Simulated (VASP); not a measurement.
Crystal: HfN.

```
CELL_PARAMETERS angstrom
0.00000 2.25078 2.25078
2.25078 0.00000 2.25078
2.25078 2.25078 0.00000
ATOMIC_POSITIONS crystal
Hf 0.96774 0.08547 0.98416
N 0.53226 0.41453 0.51584
```

| Property | Result |
| --- | --- |
| Program | VASP 6.6.1 |
| Task | relaxation of cell and atoms |
| Functional | PBEsol |
| Potentials or basis | VASP PAW PBE potentials, release 64 (Hf_pv, N) |
| Cutoff | 600 eV |
| k mesh | 14 × 14 × 14 |
| Occupations | gaussian, width 0.15 eV |
| Spin | no spin polarisation |

At the start: pressure 23.7 GPa; volume 11.40 Å³/atom.

Where does the relaxation end?

Over 15 steps the energy falls by 579.6 meV/atom and the volume is 11.32 Å³/atom (-0.8 %); space group Cm (No. 8, to 0.1 Å) before, Fm-3m (No. 225, to 0.1 Å).

The path:
```csv
step,energy change (eV),largest force (eV/Å),pressure (GPa),volume (Å³)
1,0.0000,4.8662,23.71,22.80
2,-0.1327,0.1308,-39.95,28.79
3,-0.6921,1.6390,-21.86,25.51
4,-1.0851,1.0616,6.51,22.25
5,-1.1317,0.1922,-3.35,22.94
6,-1.1520,0.1699,3.13,22.40
7,-1.1574,0.0917,0.88,22.56
8,-1.1589,0.0186,-0.89,22.70
9,-1.1589,0.0221,-0.72,22.69
10,-1.1592,0.0255,0.39,22.60
11,-1.1592,0.0158,0.09,22.62
12,-1.1592,0.0154,0.10,22.62
13,-1.1592,0.0126,-0.07,22.63
14,-1.1592,0.0150,0.06,22.62
15,-1.1593,0.0015,-0.07,22.63
```

Final structure:
```xyz
2
Lattice="0.0000 2.2451 2.2450 2.2454 0.0004 2.2446 2.2453 2.2453 -0.0003" Properties=species:S:1:pos:R:3 pbc="T T T"
Hf    2.2454    2.2455    4.4896
N     2.2453    2.2453    2.2447
```

Caveat: the PAW data sets were made with another functional, which shifts forces and pressure a little.
